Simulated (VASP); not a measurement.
Wanted: the native input for a VASP 6.6.1 run.

| Property | Result |
| --- | --- |
| Task | relaxation of cell and atoms |
| Functional | PBE |
| Potentials or basis | VASP PAW PBE potentials, release 64 (Zn, Ge_d) |
| Cutoff | 600 eV |
| k mesh | 4 × 4 × 6 |
| Occupations | gaussian, width 0.1 eV |
| Spin | no spin polarisation |
| Dipole correction | no |
| Further INCAR settings | ALGO = Normal; EDIFF = 1e-07; IBRION = 2; EDIFFG = -0.04; NSW = 90; ISIF = 3 |

The structure of ZnGe2 lies in POSCAR:

```
ZnGe2
1.0
    5.4689907499      0.0000000000      0.0000000000
    0.0000000000      5.4689907499      0.0000000000
    0.0000000000      0.0000000000      3.5225824181
Zn Ge
2 4
Direct
    0.0000000000      0.0000000000      0.0000000000
    0.5000000000      0.5000000000      0.5000000000
    0.3060000000      0.3060000000      0.0000000000
    0.1940000000      0.8060000000      0.5000000000
    0.6940000000      0.6940000000      0.0000000000
    0.8060000000      0.1940000000      0.5000000000
```

The input as run:

INCAR

```
SYSTEM = ZnGe2
ALGO     = Normal         ! electronic algorithm
EDIFF    = 1E-7           ! SCF threshold, eV
EDIFFG   = -0.04          ! ionic threshold
ENCUT    = 600            ! plane-wave cutoff, eV
GGA      = PE             ! functional
IBRION   = 2              ! ionic algorithm
ISIF     = 3              ! what is computed and relaxed
ISMEAR   = 0              ! smearing method
LASPH    = .True.         ! aspherical terms in the spheres
LCHARG   = .False.        ! write CHGCAR
LREAL    = .False.        ! projectors in reciprocal space
LWAVE    = .False.        ! write WAVECAR
NELM     = 100            ! most SCF steps
NSW      = 90             ! ionic steps
PREC     = Accurate       ! precision mode
SIGMA    = 0.1            ! smearing width, eV
```

KPOINTS

```
k-points
0
Gamma
  4 4 6
  0 0 0
```

Potentials or basis: VASP PAW PBE potentials, release 64 (Zn, Ge_d).

Command:

```console
$ cat potpaw_PBE.64/Zn/POTCAR potpaw_PBE.64/Ge_d/POTCAR > POTCAR
$ mpirun -np 1 vasp_std > vasp.out
```

Results of the run:

| Quantity | Value |
| --- | --- |
| Relaxed volume | 22.10 Å³/atom |
| Relaxed cell | a = 5.740 Å, b = 5.740 Å, c = 4.026 Å, α = 90.00°, β = 90.00°, γ = 90.00° |
| Space group after relaxing (to 0.05 Å) | P4_2/mnm (No. 136) |
| Energy gained by relaxing | 293.9 meV/atom |
| Ionic steps | 8 |
| Pressure after relaxing | 0.0 GPa |
| Largest force after relaxing | 0.003 eV/Å |
| Band gap on the k mesh | zero (band 40 reaches 4.63 eV, above the bottom of band 41 at 3.08 eV) |

Caveat: the volume moved by over 15 % at a fixed basis, so the end points are rough.

It took 6.1 min on 1 thread of Intel(R) Xeon(R) 6975P-C (Granite Rapids), with other jobs on the host, peak memory 0.32 GiB.
